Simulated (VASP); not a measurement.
# CdSe (F-43m) in VASP: further runs, part 2 of 2

VASP 6.6.1. The steps go on from the part before.

### 4 Vibrations by perturbation theory, LDA

INCAR reads:

```
ALGO = Normal
EDIFF = 1E-8
ENCUT = 520
GGA = CA
IBRION = 8
ISIF = 2
ISMEAR = 0
LASPH = T
LCHARG = F
LEPSILON = T
LREAL = F
LWAVE = F
NELM = 80
NSW = 1
PREC = Accurate
SIGMA = 0.01
```

KPOINTS reads:

```
k-points
0
Gamma
  6 6 6
```

POSCAR reads:

```
CdSe
1.0
    0.0000000000      3.0702711986      3.0702711986
    3.0702711986      0.0000000000      3.0702711986
    3.0702711986      3.0702711986      0.0000000000
Cd Se
1 1
Direct
    0.0000000000      0.0000000000      0.0000000000
    0.2500000000      0.2500000000      0.2500000000
```

Potentials or basis: VASP PAW LDA potentials, release 64 (Cd, Se).

Run with:

```sh
> cat potpaw_LDA.64/Cd/POTCAR potpaw_LDA.64/Se/POTCAR > POTCAR
> mpirun -np 1 vasp_std > vasp.out
```

OUTCAR:

```text
EDIFF = 1E-8
   ENCUT = 520
   GGA = CA
   IBRION = 8
   ISIF = 2
   ISMEAR = 0
   LASPH = T
   LEPSILON = T
   LREAL = F
   NELM = 80
   NSW = 1
   PREC = Accurate

 ion  position               nearest neighbor table
   1  0.000  0.000  0.000-   2 2.66   2 2.66   2 2.66   2 2.66
   2  0.250  0.250  0.250-   1 2.66   1 2.66   1 2.66   1 2.66

  LATTYP: Found a face centered cubic cell.
 ALAT       =     6.1405423972

[... 571 lines left out ...]
      0.000000  0.000000  0.000000    -0.152630   -0.595081    0.190747
      1.535136  1.535136  1.535136     0.181662    0.708275   -0.227031
[... 21 lines left out ...]
   6 f/i=    0.005773 THz     0.036275 2PiTHz    0.192576 cm-1     0.023876 meV
             X         Y         Z           dx          dy          dz
      0.000000  0.000000  0.000000    -0.247464    0.717409   -0.101411
      1.535136  1.535136  1.535136    -0.207915    0.602755   -0.085204

--------------------------------------------------------------------------------------------------------

 MACROSCOPIC STATIC DIELECTRIC TENSOR IONIC CONTRIBUTION
 ------------------------------------------------------
           7.567459    -0.000000     0.000000
          -0.000000     7.567459     0.000000
           0.000000     0.000000     7.567459
 ------------------------------------------------------

 ELASTIC MODULI CONTR FROM IONIC RELAXATION (kBar)
 Direction    XX          YY          ZZ          XY          YZ          ZX
 --------------------------------------------------------------------------------
 XX          -0.0000     -0.0000      0.0000     -0.0000      0.0000      0.0000
 YY          -0.0000     -0.0000     -0.0000     -0.0000     -0.0000      0.0000
 ZZ           0.0000     -0.0000     -0.0000      0.0000     -0.0000      0.0000
 XY          -0.0000     -0.0000      0.0000   -141.6120      0.0000      0.0000
 YZ           0.0000     -0.0000     -0.0000      0.0000   -141.6120      0.0000
 ZX           0.0000      0.0000      0.0000      0.0000      0.0000   -141.6120
 --------------------------------------------------------------------------------

 PIEZOELECTRIC TENSOR IONIC CONTR  for field in x, y, z        (C/m^2)
          XX          YY          ZZ          XY          YZ          ZX
  --------------------------------------------------------------------------------
  x    -0.00000     0.00000     0.00000     0.00000     0.97409    -0.00000
  y    -0.00000    -0.00000    -0.00000     0.00000    -0.00000     0.97409
  z     0.00000     0.00000    -0.00000     0.97409    -0.00000     0.00000
```

OSZICAR:

```text
N       E                     dE             d eps       ncg     rms          rms(c)
DAV:   1     0.113027760117E+03    0.11303E+03   -0.87575E+03   416   0.123E+03
DAV:   2    -0.194316355377E+01   -0.11497E+03   -0.10988E+03   481   0.296E+02
DAV:   3    -0.707537545733E+01   -0.51322E+01   -0.51189E+01   496   0.647E+01
DAV:   4    -0.710389265191E+01   -0.28517E-01   -0.28515E-01   456   0.490E+00
[... 167 lines left out ...]
RMM:   8    -0.846793281593E-01    0.13875E-06   -0.67094E-09  2015   0.101E-04    0.436E-05
RMM:   9    -0.846792103693E-01    0.11779E-06    0.27949E-09  1956   0.494E-05    0.781E-06
RMM:  10    -0.846792559571E-01   -0.45588E-07   -0.42944E-10  1771   0.860E-06    0.597E-06
RMM:  11    -0.846792745864E-01   -0.18629E-07    0.53816E-10  1666   0.494E-06    0.177E-06
RMM:  12    -0.846792764929E-01   -0.19066E-08   -0.14943E-09   954   0.103E-06    0.419E-07
 Linear response finished
```

It took 5.6 min on 1 thread of Intel Xeon 8259CL, shared host; peak memory 0.25 GiB.

Results:

```
Electronic dielectric tensor (diagonal)                 : 82.40
Born charges (mean of the diagonal)                     : Cd +3.21; Se -3.21 e
Highest phonon frequency at Γ, LO-TO splitting left out : 158 cm⁻¹
```

Phonon frequencies in cm⁻¹ (negative: imaginary):
| q point | frequencies |
| --- | --- |
| (0.000, 0.000, 0.000) | 0 0 0 158 158 158 |

Electronic dielectric tensor:
```
82.40  0.00  0.00
 0.00 82.40  0.00
 0.00  0.00 82.40
```

Born effective charge tensors (e):
atom 1, Cd
```
3.21 0.00 0.00
0.00 3.21 0.00
0.00 0.00 3.21
```
atom 2, Se
```
-3.21  0.00  0.00
 0.00 -3.21  0.00
 0.00  0.00 -3.21
```

Caveat: the cell stands under pressure or tension, which shifts response properties.

### 5 Dielectric tensor, LDA

INCAR reads:

```
SYSTEM = CdSe
  PREC = Accurate
  ENCUT = 520
  EDIFF = 1E-8
  ISMEAR = 0
  SIGMA = 0.01
  LREAL = .False.
  LASPH = .True.
  NELM = 100
  ALGO = Normal
  ISIF = 2
  LWAVE = .False.
  LCHARG = .False.
  GGA = CA
  LEPSILON = .True.
```

KPOINTS reads:

```
regular mesh
0
Gamma
  8 8 8
  0 0 0
```

POSCAR is that of step 4.

Potentials or basis: VASP PAW LDA potentials, release 64 (Cd, Se).

Run with:

```sh
> cat potpaw_LDA.64/Cd/POTCAR potpaw_LDA.64/Se/POTCAR > POTCAR
> mpirun -np 1 vasp_std > vasp.out
```

OUTCAR:

```text
SYSTEM = CdSe
   PREC = Accurate
   ENCUT = 520
   EDIFF = 1E-8
   ISMEAR = 0
   LREAL = .False.
   LASPH = .True.
   NELM = 100
   ISIF = 2
   GGA = CA
   LEPSILON = .True.

 ion  position               nearest neighbor table
   1  0.000  0.000  0.000-   2 2.66   2 2.66   2 2.66   2 2.66
   2  0.250  0.250  0.250-   1 2.66   1 2.66   1 2.66   1 2.66

  LATTYP: Found a face centered cubic cell.
 ALAT       =     6.1405423972

  Lattice vectors:

 A1 = (   0.0000000000,   3.0702711986,   3.0702711986)
 A2 = (   3.0702711986,   0.0000000000,   3.0702711986)
 A3 = (   3.0702711986,   3.0702711986,   0.0000000000)

Analysis of symmetry for initial positions (statically):
=====================================================================
 Subroutine PRICEL returns:
 Original cell was already a primitive cell.

 Routine SETGRP: Setting up the symmetry group for a
 face centered cubic supercell.

 Subroutine GETGRP returns: Found 24 space group operations
 (whereof 24 operations were pure point group operations)
 out of a pool of 48 trial point group operations.

The static configuration has the point symmetry T_d .

Analysis of symmetry for dynamics (positions and initial velocities):
=====================================================================
 Subroutine PRICEL returns:
 Original cell was already a primitive cell.

 Routine SETGRP: Setting up the symmetry group for a
 face centered cubic supercell.

 Subroutine GETGRP returns: Found 24 space group operations
[... 563 lines left out ...]
  ---------------------------------------------------
  free  energy   TOTEN  =        -6.7315844782 eV

  energy  without entropy=       -6.7315844782  energy(sigma->0) =       -6.73158448

 HEAD OF MICROSCOPIC STATIC DIELECTRIC TENSOR (INDEPENDENT PARTICLE, excluding Hartree and local field effects)
 ------------------------------------------------------
          38.991929     0.000000    -0.000000
          -0.000000    38.991929     0.000000
           0.000000     0.000000    38.991929
 ------------------------------------------------------

 Free energy of the ion-electron system (eV)
  ---------------------------------------------------
  ---------------------------------------------------
  free energy    TOTEN  =        -6.10877627 eV

  energy without entropy =       -6.10877627

------------------------ aborting loop because EDIFF is reached ----------------------------------------

--------------------------------------- Ionic step        2  -------------------------------------------

------------------------ aborting loop because EDIFF is reached ----------------------------------------

--------------------------------------- Ionic step        3  -------------------------------------------

 Free energy of the ion-electron system (eV)
  ---------------------------------------------------
  ---------------------------------------------------
  free energy    TOTEN  =        -6.10873776 eV

  energy without entropy =       -6.10873776

------------------------ aborting loop because EDIFF is reached ----------------------------------------

 PIEZOELECTRIC TENSOR FIELD DIRECTION 3  (e Angst)
 -----------------------------------------------------------------------------
    -0.00087 -3.48250  0.00000           (  0.00000  0.04998  0.00000)
    -3.48250 -0.00087  0.00000           (  0.04998  0.00000  0.00000)
     0.00000  0.00000 -0.00070           (  0.00000  0.00000 -0.00000)

 PIEZOELECTRIC TENSOR FIELD DIRECTION 3  (C/m^2)
 -----------------------------------------------------------------------------
    -0.00024 -0.96392  0.00000
    -0.96392 -0.00024  0.00000
     0.00000  0.00000 -0.00019

 MACROSCOPIC STATIC DIELECTRIC TENSOR (including local field effects in DFT)
 ------------------------------------------------------
          38.514966    -0.000000     0.000000
           0.000000    38.514966     0.000000
           0.000000     0.000000    38.514966
 ------------------------------------------------------

 PIEZOELECTRIC TENSOR (including local field effects)  for field in x, y, z        (e  Angst)
          XX          YY          ZZ          XY          YZ          ZX
  --------------------------------------------------------------------------------
  x    -0.00000     0.00000     0.00000     0.00000    -3.49888    -0.00000
  y    -0.00000    -0.00000    -0.00000    -0.00000     0.00000    -3.49888
  z    -0.00000    -0.00000    -0.00000    -3.49888    -0.00000     0.00000

 PIEZOELECTRIC TENSOR (including local field effects)  for field in x, y, z        (C/m^2)
          XX          YY          ZZ          XY          YZ          ZX
  --------------------------------------------------------------------------------
  x    -0.00000     0.00000     0.00000     0.00000    -0.96845    -0.00000
  y    -0.00000    -0.00000    -0.00000    -0.00000     0.00000    -0.96845
  z    -0.00000    -0.00000    -0.00000    -0.96845    -0.00000     0.00000

 BORN EFFECTIVE CHARGES (including local field effects) (in |e|, cummulative output)
 ---------------------------------------------------------------------------------
 ion    1
    1     2.64015     0.00000     0.00000
    2     0.00000     2.64015     0.00000
    3     0.00000     0.00000     2.64015
 ion    2
    1    -2.64015     0.00000     0.00000
    2     0.00000    -2.64015     0.00000
    3     0.00000     0.00000    -2.64015
```

OSZICAR:

```text
N       E                     dE             d eps       ncg     rms          rms(c)
DAV:   1     0.110922150091E+03    0.11092E+03   -0.87651E+03   754   0.123E+03
DAV:   2    -0.229280679892E+01   -0.11321E+03   -0.10723E+03   874   0.294E+02
DAV:   3    -0.708144953368E+01   -0.47886E+01   -0.47774E+01   859   0.622E+01
[... 12 lines left out ...]
RMM:   7    -0.610866668898E+01   -0.42459E-03   -0.62317E-06  4025   0.107E-02    0.274E-03
RMM:   8    -0.610873855253E+01   -0.71864E-04   -0.46268E-07  4191   0.233E-03    0.551E-04
RMM:   9    -0.610873786825E+01    0.68428E-06    0.30281E-06  4033   0.636E-04    0.209E-04
RMM:  10    -0.610873771732E+01    0.15094E-06    0.10909E-07  3490   0.203E-04    0.223E-05
RMM:  11    -0.610873791965E+01   -0.20234E-06   -0.54460E-07  1623   0.417E-05    0.152E-05
RMM:  12    -0.610873776140E+01    0.15826E-06    0.38862E-10  1452   0.434E-05    0.311E-06
```

It took 4.3 min on 1 thread of Intel Xeon Platinum 8259CL at 2.50GHz (Skylake/Cascade Lake), shared host; peak memory 0.33 GiB.

What came out:

| Item | Value |
| --- | --- |
| Band gap on the k mesh | 0.30 eV |
| Electronic dielectric tensor (diagonal) | 38.51 |
| Born charges (mean of the diagonal) | Cd +2.64; Se -2.64 e |

Electronic dielectric tensor:
```
38.51  0.00  0.00
 0.00 38.51  0.00
 0.00  0.00 38.51
```

Born effective charge tensors (e):
atom 1, Cd
```
2.64 0.00 0.00
0.00 2.64 0.00
0.00 0.00 2.64
```
atom 2, Se
```
-2.64  0.00  0.00
 0.00 -2.64  0.00
 0.00  0.00 -2.64
```

Caveat: the gap is small at this level, which inflates the dielectric constant.

### 6 Elastic constants, PBE

INCAR reads:

```
  ALGO = Normal
  EDIFF = 1E-8
  ENCUT = 600
  GGA = PE
  IBRION = 6
  ISIF = 3
  ISMEAR = -1
  LASPH = True
  LCHARG = True
  LREAL = False
  LWAVE = False
  NELM = 80
  NFREE = 2
  NSW = 1
  POTIM = 0.015
  PREC = Accurate
  SIGMA = 0.05
```

KPOINTS reads:

```
k-points
0
Gamma
  6 6 6
```

POSCAR is that of step 5.

Potentials or basis: VASP PAW PBE potentials, release 64 (Cd, Se).

Run with:

```sh
> cat potpaw_PBE.64/Cd/POTCAR potpaw_PBE.64/Se/POTCAR > POTCAR
> mpirun -np 1 vasp_std > vasp.out
```

OUTCAR:

```text
EDIFF = 1E-8
   ENCUT = 600
   GGA = PE
   IBRION = 6
   ISIF = 3
   ISMEAR = -1
   LASPH = True
   LREAL = False
   NELM = 80
   NFREE = 2
   NSW = 1
   POTIM = 0.015
   PREC = Accurate

 ion  position               nearest neighbor table
   1  0.000  0.000  0.000-   2 2.66   2 2.66   2 2.66   2 2.66
   2  0.250  0.250  0.250-   1 2.66   1 2.66   1 2.66   1 2.66
[... 823 lines left out ...]
             X         Y         Z           dx          dy          dz
      0.000000  0.000000  0.000000     0.000000    0.641845    0.000000
      1.535136  1.535136  1.535136     0.000000   -0.766835    0.000000
[... 21 lines left out ...]
   6 f/i=    0.003190 THz     0.020045 2PiTHz    0.106417 cm-1     0.013194 meV
             X         Y         Z           dx          dy          dz
      0.000000  0.000000  0.000000     0.000000   -0.618663   -0.453091
      1.535136  1.535136  1.535136     0.000000   -0.517824   -0.379240

--------------------------------------------------------------------------------------------------------

 ELASTIC MODULI CONTR FROM IONIC RELAXATION (kBar)
 Direction    XX          YY          ZZ          XY          YZ          ZX
 --------------------------------------------------------------------------------
 XX          -0.0000      0.0000      0.0000      0.0000      0.0000      0.0000
 YY           0.0000     -0.0000      0.0000      0.0000      0.0000      0.0000
 ZZ           0.0000      0.0000     -0.0000      0.0000      0.0000      0.0000
 XY           0.0000      0.0000      0.0000   -219.7126      0.0000      0.0000
 YZ           0.0000      0.0000      0.0000      0.0000   -219.7126      0.0000
 ZX           0.0000      0.0000      0.0000      0.0000      0.0000   -219.7126
 --------------------------------------------------------------------------------

 TOTAL ELASTIC MODULI (kBar)
 Direction    XX          YY          ZZ          XY          YZ          ZX
 --------------------------------------------------------------------------------
 XX         610.3855    450.2597    450.2597      0.0000      0.0000     -0.0000
 YY         450.2597    610.3855    450.2597     -0.0000      0.0000      0.0000
 ZZ         450.2597    450.2597    610.3855     -0.0000     -0.0000     -0.0000
 XY           0.0000     -0.0000     -0.0000    210.3005     -0.0000      0.0000
 YZ           0.0000      0.0000     -0.0000     -0.0000    210.3005     -0.0000
 ZX          -0.0000      0.0000     -0.0000      0.0000     -0.0000    210.3005
 --------------------------------------------------------------------------------
```

OSZICAR:

```text
N       E                     dE             d eps       ncg     rms          rms(c)
DAV:   1     0.120142226460E+03    0.12014E+03   -0.97010E+03   416   0.140E+03
DAV:   2    -0.600639743362E+00   -0.12074E+03   -0.11477E+03   476   0.307E+02
[... 211 lines left out ...]
DAV:   2    -0.548581434420E+01   -0.15409E-02   -0.17113E-02  1306   0.755E-01    0.892E-02
DAV:   3    -0.548575768133E+01    0.56663E-04   -0.12924E-04  1366   0.927E-02    0.457E-02
DAV:   4    -0.548575095070E+01    0.67306E-05   -0.57930E-05  1306   0.553E-02    0.960E-03
DAV:   5    -0.548575183105E+01   -0.88035E-06   -0.72792E-06  1241   0.212E-02    0.399E-03
DAV:   6    -0.548575190937E+01   -0.78325E-07   -0.27001E-07  1446   0.438E-03    0.184E-03
DAV:   7    -0.548575195598E+01   -0.46610E-07   -0.87353E-08  1306   0.223E-03    0.161E-04
DAV:   8    -0.548575195659E+01   -0.61004E-09   -0.74757E-09   969   0.624E-04
  17 F= -.54857520E+01 E0= -.54857285E+01  d E =-.468531E-04
```

stdout:

```text
POSCAR found type information on POSCAR CdSe
 POSCAR found :  2 types and       2 ions
 scaLAPACK will be used
 LDA part: xc-table for (Slater+PW92), standard interpolation
 POSCAR, INCAR and KPOINTS ok, starting setup
 FFT: planning ... GRIDC
 FFT: planning ... GRID_SOFT
 FFT: planning ... GRID
 WAVECAR not read
 entering main loop
 Found     2 degrees of freedom:
 Adding 6 more for cell shape distortion
 Finite differences POTIM= 0.01500 DOF=   8
 bond charge predicted
 Finite differences progress:
 bond charge predicted
 Finite differences progress:
 bond charge predicted
 Finite differences progress:
 bond charge predicted
 Finite differences progress:
 bond charge predicted
 Finite differences progress:
 bond charge predicted
 Finite differences progress:
 bond charge predicted
 Finite differences progress:
 bond charge predicted
 Finite differences progress:
 bond charge predicted
 Finite differences progress:
 bond charge predicted
 Finite differences progress:
 bond charge predicted
 Finite differences progress:
 bond charge predicted
 Finite differences progress:
 bond charge predicted
 Finite differences progress:
 bond charge predicted
 Finite differences progress:
 bond charge predicted
 Finite differences progress:
 bond charge predicted
 Finite differences progress:
```

Run time: 12 min. Hardware: 1 thread of Intel Xeon 8259CL, shared host; peak memory 0.3 GiB.

Results:

```
Elastic constants C11, C12, C44                         : 61, 45, 21 GPa
Voigt bulk modulus                                      : 50 GPa
Highest phonon frequency at Γ, LO-TO splitting left out : 164 cm⁻¹
```

Phonon frequencies in cm⁻¹ (negative: imaginary):
| q point | frequencies |
| --- | --- |
| (0.000, 0.000, 0.000) | 0 0 0 164 164 164 |

Elastic tensor in Voigt notation (GPa, in the Cartesian axes of the cell as first typed):
```
61 45 45  0  0  0
45 61 45  0  0  0
45 45 61  0  0  0
 0  0  0 21  0  0
 0  0  0  0 21  0
 0  0  0  0  0 21
```

Clamped-ion elastic tensor (GPa):
```
61 45 45  0  0  0
45 61 45  0  0  0
45 45 61  0  0  0
 0  0  0 43  0  0
 0  0  0  0 43  0
 0  0  0  0  0 43
```

Caveat: the cell is under stress, which shifts elastic constants.

### 7 Band structure, r2SCAN, non-collinear spin, zero start, spin-orbit coupling

INCAR reads:

```
SYSTEM = CdSe
  METAGGA = R2SCAN
  LSORBIT = .TRUE.
  MAGMOM = 0 0 0 0 0 0
  LORBIT = 11
  ISMEAR = 0
  SIGMA = 0.03
  LWAVE = .FALSE.
  LCHARG = .FALSE.
  NBANDS = 42
  PREC = Accurate
  LASPH = .TRUE.
  LREAL = .FALSE.
  ALGO = Normal
  EDIFF = 1E-6
  NELM = 200
  GGA_COMPAT = .FALSE.
  ENCUT = 320
  EFERMI = MIDGAP
  LMIXTAU = .TRUE.
  KPAR = 2
```

KPOINTS reads:

```
Automatic mesh
0
Gamma
  5 5 5
  0 0 0
```

KPOINTS_OPT reads:

```
path GXWKGLUWLK,UX
12
line-mode
reciprocal
 0.0000000000  0.0000000000  0.0000000000  G
 0.5000000000  0.0000000000  0.5000000000  X

 0.5000000000  0.0000000000  0.5000000000  X
 0.5000000000  0.2500000000  0.7500000000  W

 0.5000000000  0.2500000000  0.7500000000  W
 0.3750000000  0.3750000000  0.7500000000  K

 0.3750000000  0.3750000000  0.7500000000  K
 0.0000000000  0.0000000000  0.0000000000  G

 0.0000000000  0.0000000000  0.0000000000  G
 0.5000000000  0.5000000000  0.5000000000  L

 0.5000000000  0.5000000000  0.5000000000  L
 0.6250000000  0.2500000000  0.6250000000  U

 0.6250000000  0.2500000000  0.6250000000  U
 0.5000000000  0.2500000000  0.7500000000  W

 0.5000000000  0.2500000000  0.7500000000  W
 0.5000000000  0.5000000000  0.5000000000  L

 0.5000000000  0.5000000000  0.5000000000  L
 0.3750000000  0.3750000000  0.7500000000  K

 0.6250000000  0.2500000000  0.6250000000  U
 0.5000000000  0.0000000000  0.5000000000  X
```

POSCAR is that of step 6.

Run with:

```sh
> cat potpaw_PBE.64/Cd/POTCAR potpaw_PBE.64/Se/POTCAR > POTCAR
> mpirun -np 2 vasp_ncl > vasp.out
```

Run time: 20 min. Hardware: 2 MPI ranks of AMD EPYC 7R13 (Zen 3), shared host; peak memory 0.26 GiB.

The run converged. Its results:

```
Free energy                                           : -35.9458 eV
Pressure                                              : 0.0 GPa
Net moment                                            : 0.00 μB per cell
Valence electrons inside the program's atomic spheres : Cd 10.26; Se 3.90
```

Moments on the atoms (μB; x, y, z):
```
Cd  0.00 0.00 0.00
Se  0.00 0.00 0.00
```

Caveat: the cutoff is under 1.25 times the usual one of these potentials, so pressure, stress and relaxed cells hold a basis-set (Pulay) error; the PAW data sets were made with another functional, which shifts forces and pressure a little.
